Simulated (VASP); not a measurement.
A run of VASP 6.6.1:

INCAR

```
SYSTEM = In
  ALGO = Normal
  EDIFF = 1E-6
  ENCUT = 520
  GGA = PE
  ISIF = 2
  ISMEAR = 0
  LASPH = .True.
  LCHARG = .False.
  LREAL = .False.
  LWAVE = .False.
  NBANDS = 40
  NELM = 100
  PREC = Accurate
  SIGMA = 0.1
```

Contents of KPOINTS:

```
k-points
0
Gamma
  4 4 4
  0 0 0
```

The input POSCAR:

```
In
1.0
    2.8322666091     -4.2273549712      0.0000000000
    2.8322666091      4.2273549712      0.0000000000
    0.0000000000      0.0000000000      6.4030193780
In
5
Direct
    0.5000000000      0.0000000000      0.2500000000
    0.0000000000      0.5000000000      0.7500000000
    0.0000000000      0.5000000000      0.2500000000
    0.5000000000      0.0000000000      0.7500000000
    0.0000000000      0.0000000000      0.0000000000
```

Potentials or basis: VASP PAW PBE potentials, release 64 (In_d).

Run with:

```sh
$ cat potpaw_PBE.64/In_d/POTCAR > POTCAR
$ mpirun -np 1 vasp_std > vasp.out
```

Hardware: 1 thread of AMD EPYC 9R45 96-Core Processor (Zen 5), on a shared host.

Task: How long does it take, and how much memory?

Result: Wall time 72 s on 1 thread of AMD EPYC 9R45 96-Core Processor (Zen 5), with other jobs on the host, peak memory 0.26 GiB. Counts: scf iterations 15, k points 21.
